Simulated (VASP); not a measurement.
# MgRe3 (Fm-3m) in VASP: a series of runs, part 2 of 2

VASP 6.6.1.

## Step 4: Single point, PBE

This run uses another cell than the first one, of 14.50 Å³/atom, 1.091 times its volume.

File INCAR:

```
PREC     = Accurate       # precision mode
ENCUT    = 520            # plane-wave cutoff, eV
EDIFF    = 1E-6           # SCF threshold, eV
ISMEAR   = 1              # smearing method
SIGMA    = 0.1            # smearing width, eV
LREAL    = False          # projectors in reciprocal space
LASPH    = True           # aspherical terms in the spheres
NELM     = 100            # most SCF steps
ALGO     = Normal         # electronic algorithm
ISIF     = 2              # what is computed and relaxed
LWAVE    = False          # write WAVECAR
LCHARG   = False          # write CHGCAR
GGA      = PE             # functional
NBANDS   = 20             # bands
```

File KPOINTS:

```
regular mesh
0
Gamma
  7 7 7
```

File POSCAR:

```
MgRe3
1.0
    0.0000000000      3.0724365967      3.0724365967
    3.0724365967      0.0000000000      3.0724365967
    3.0724365967      3.0724365967      0.0000000000
Mg Re
1 3
Direct
    0.0000000000      0.0000000000      0.0000000000
    0.2500000000      0.2500000000      0.2500000000
    0.5000000000      0.5000000000      0.5000000000
    0.7500000000      0.7500000000      0.7500000000
```

The run is started by

```sh
$ cat potpaw_PBE.64/Mg/POTCAR potpaw_PBE.64/Re/POTCAR > POTCAR
$ mpirun -np 1 vasp_std > vasp.out
```

It took 11 s on 1 thread of Intel Xeon 6975P-C (Granite Rapids), shared host; peak memory 0.18 GiB.

The run converged. Its results:

```
Free energy : -37.6315 eV
Pressure    : 10.8 GPa
```

Levels at points of the mesh, in eV from the Fermi level:
| k point | band 10 | band 11 | band 12 | band 13 | band 14 | band 15 |
| --- | --- | --- | --- | --- | --- | --- |
| (0.00, 0.00, 0.00) | 1.28 | 1.28 | 1.28 | 1.61 | 1.61 | 2.67 |

Caveat: spin-orbit coupling is left out, which moves the levels of the heavy elements.

## Step 5: Single point, PBE

This run uses another cell than the first one, of 15.11 Å³/atom, 1.136 times its volume.

File INCAR:

```
ALGO = Normal
EDIFF = 1E-6
ENCUT = 520
GGA = PE
ISIF = 2
ISMEAR = 1
LASPH = T
LCHARG = F
LREAL = F
LWAVE = F
NBANDS = 20
NELM = 100
PREC = Accurate
SIGMA = 0.1
```

File KPOINTS:

```
k-points
0
Gamma
  7 7 7
```

File POSCAR:

```
MgRe3
1.0
    0.0000000000      3.1145300000      3.1145300000
    3.1145300000      0.0000000000      3.1145300000
    3.1145300000      3.1145300000      0.0000000000
Mg Re
1 3
Direct
    0.0000000000      0.0000000000      0.0000000000
    0.2500000000      0.2500000000      0.2500000000
    0.5000000000      0.5000000000      0.5000000000
    0.7500000000      0.7500000000      0.7500000000
```

Potentials or basis: VASP PAW PBE potentials, release 64 (Mg, Re).

The run is started by

```sh
$ cat potpaw_PBE.64/Mg/POTCAR potpaw_PBE.64/Re/POTCAR > POTCAR
$ mpirun -np 1 vasp_std > vasp.out
```

OUTCAR:

```text
EDIFF = 1E-6
   ENCUT = 520
   GGA = PE
   ISIF = 2
   ISMEAR = 1
   LASPH = T
   LREAL = F
   NELM = 100
   PREC = Accurate

 ion  position               nearest neighbor table
   1  0.000  0.000  0.000-   4 2.70   4 2.70   4 2.70   2 2.70   4 2.70   2 2.70   2 2.70   2 2.70
                             3 3.11   3 3.11   3 3.11   3 3.11   3 3.11   3 3.11
   2  0.250  0.250  0.250-   1 2.70   1 2.70   1 2.70   1 2.70   3 2.70   3 2.70   3 2.70   3 2.70
                             4 3.11   4 3.11   4 3.11   4 3.11   4 3.11   4 3.11
[... 658 lines left out ...]
  Direction    XX          YY          ZZ          XY          YZ          ZX
  --------------------------------------------------------------------------------------
  -------------------------------------------------------------------------------------
  Total       -0.3776195     -0.3776195     -0.3776195      0.0000000      0.0000000      0.0000000
  in kB      -10.0128449    -10.0128449    -10.0128449      0.0000000      0.0000000      0.0000000
  external PRESSURE =     -10.0128449 kB  Pullay stress =       0.0000000 kB

 VOLUME and BASIS-vectors are now :
 -----------------------------------------------------------------------------
  energy-cutoff  :      520.00
  volume of cell :       60.42
      direct lattice vectors                 reciprocal lattice vectors
     0.000000000  3.114530000  3.114530000    -0.160537866  0.160537866  0.160537866
     3.114530000  0.000000000  3.114530000     0.160537866 -0.160537866  0.160537866
     3.114530000  3.114530000  0.000000000     0.160537866  0.160537866 -0.160537866

 POSITION                                       TOTAL-FORCE (eV/Angst)
 -----------------------------------------------------------------------------------
      0.00000      0.00000      0.00000        -0.000000     -0.000000     -0.000000
      1.55726      1.55726      1.55726        -0.000000     -0.000000     -0.000000
      3.11453      3.11453      3.11453        -0.000000     -0.000000     -0.000000
      4.67179      4.67179      4.67179         0.000000      0.000000      0.000000
 -----------------------------------------------------------------------------------
    total drift:                                0.000000      0.000000      0.000000

  FREE ENERGIE OF THE ION-ELECTRON SYSTEM (eV)
  ---------------------------------------------------
  free  energy   TOTEN  =       -37.7031239655 eV

  energy  without entropy=      -37.7045962346  energy(sigma->0) =      -37.70361472
```

Wall time 16 s (1 thread of Intel Xeon 6975P-C (Granite Rapids), shared host); peak memory 0.2 GiB.

Results:

```yaml
Free_energy: -37.7031 eV
Pressure: -1.0 GPa
```

Levels at points of the mesh, in eV from the Fermi level:
| k point | band 10 | band 11 | band 12 | band 13 | band 14 | band 15 |
| --- | --- | --- | --- | --- | --- | --- |
| (0.00, 0.00, 0.00) | 1.21 | 1.21 | 1.21 | 1.50 | 1.50 | 2.49 |

Caveat: spin-orbit coupling is left out, which moves the levels of the heavy elements.

## Step 6: Single point, PBE

This run uses another cell than the first one, of 15.71 Å³/atom, 1.182 times its volume.

File INCAR:

```
PREC = Accurate ; ENCUT = 520
EDIFF = 1E-6 ; ISMEAR = 1
SIGMA = 0.1 ; LREAL = F
LASPH = T ; NELM = 60
ALGO = Normal ; ISIF = 2
LWAVE = F ; LCHARG = T
GGA = PE ; LELF = T
LVHAR = T ; NBANDS = 20
```

File KPOINTS:

```
regular mesh
0
Gamma
  7 7 7
```

File POSCAR:

```
MgRe3
1.0
    0.0000000000      3.1555153580      3.1555153580
    3.1555153580      0.0000000000      3.1555153580
    3.1555153580      3.1555153580      0.0000000000
Mg Re
1 3
Direct
    0.0000000000      0.0000000000      0.0000000000
    0.2500000000      0.2500000000      0.2500000000
    0.5000000000      0.5000000000      0.5000000000
    0.7500000000      0.7500000000      0.7500000000
```

Potentials or basis: VASP PAW PBE potentials, release 64 (Mg, Re).

The run is started by

```sh
$ cat potpaw_PBE.64/Mg/POTCAR potpaw_PBE.64/Re/POTCAR > POTCAR
$ mpirun -np 1 vasp_std > vasp.out
```

Wall time 18 s (1 thread of Intel Xeon 6975P-C (Granite Rapids), shared host); peak memory 0.2 GiB.

Results (log left out):

| Item | Value |
| --- | --- |
| Free energy | -37.6157 eV |
| Pressure | -10.4 GPa |

Levels at points of the mesh, in eV from the Fermi level:
```csv
k point,band 9,band 10,band 11,band 12,band 13,band 14,band 15,band 16
"(0.00, 0.00, 0.00)",-2.76,1.14,1.14,1.14,1.40,1.40,2.34,2.34
```

Caveat: spin-orbit coupling is left out, which moves the levels of the heavy elements.

## Step 7: Overview

| cell | gap on the mesh (eV) | pressure (GPa) |
| --- | --- | --- |
| a = 4.221 Å, angles 60.0°, 4 atoms | none | 43.7 |
| a = 4.284 Å, angles 60.0°, 4 atoms | none | 25.5 |
| a = 4.345 Å, angles 60.0°, 4 atoms | none | 10.8 |
| a = 4.405 Å, angles 60.0°, 4 atoms | none | -1.0 |
| a = 4.463 Å, angles 60.0°, 4 atoms | none | -10.4 |

Alike in all rows: task single point; level PBE; potentials or basis VASP PAW PBE potentials, release 64 (Mg, Re); no spin polarisation; k mesh 7 × 7 × 7; cutoff (eV) 520; smearing methfessel-paxton 0.1 eV.

Caveats: spin-orbit coupling is left out, which moves the levels of the heavy elements.

Absolute energies hang on the potentials; compare differences alone.
